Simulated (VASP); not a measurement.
Wanted: the native input for a VASP 6.6.1 run.

| Quantity | Value |
| --- | --- |
| Task | single point |
| Functional | PBE |
| Potentials or basis | VASP PAW PBE potentials, release 64 (Ge_d, Sb, Te) |
| Cutoff | 520 eV |
| k mesh | 3 × 3 × 3 |
| Occupations | gaussian, width 0.2 eV |
| Spin | no spin polarisation |
| Dipole correction | no |
| Further INCAR settings | ALGO = Normal; EDIFF = 1e-06; NBANDS = 33 |

The structure of GeSb2Te4 lies in POSCAR:

```
GeSb2Te4
1.0
    0.0000000000      4.3748185889      6.7677569282
    4.0375495212      0.0000000000      6.7677569282
    4.0375495212      4.3748185889      0.0000000000
Ge Sb Te
1 2 4
Direct
    0.3219488364      0.3219488364      0.6780511636
    0.2023938115      0.8750476699      0.1249523301
    0.8750476699      0.2023938115      0.7976061885
    0.4231729526      0.9218659014      0.5768270474
    0.9218659014      0.4231729526      0.0781340986
    0.8836469990      0.8836469990      0.6163530010
    0.3836469990      0.3836469990      0.1163530010
```

The cell was built from a structure type or drawn by symmetry, and may not be a known phase.

One way to write it, as run:

INCAR

```
SYSTEM = GeSb2Te4
PREC = Accurate
ENCUT = 520
EDIFF = 1E-6
ISMEAR = 0
SIGMA = 0.2
LREAL = .False.
LASPH = .True.
NELM = 100
ALGO = Normal
ISIF = 2
LWAVE = .False.
LCHARG = .False.
GGA = PE
NBANDS = 33
```

KPOINTS

```
Automatic mesh
0
Gamma
  3 3 3
  0 0 0
```

Potentials or basis: VASP PAW PBE potentials, release 64 (Ge_d, Sb, Te).

Launch:

```console
$ cat potpaw_PBE.64/Ge_d/POTCAR potpaw_PBE.64/Sb/POTCAR potpaw_PBE.64/Te/POTCAR > POTCAR
$ mpirun -np 1 vasp_std > vasp.out
```

It gave:

```yaml
Pressure: 0.0 GPa
Largest_force: 0.041 eV/Å
Band_gap_on_the_k_mesh: zero (bands 24 and 25 overlap by 0.34 eV)
```

Caveat: the k points lie up to 0.39 Å⁻¹ apart; spin-orbit coupling is left out, which moves the levels of the heavy elements.

Wall time 2.9 min on 1 thread of Intel Xeon 8259CL, with other jobs on the host, peak memory 0.41 GiB.
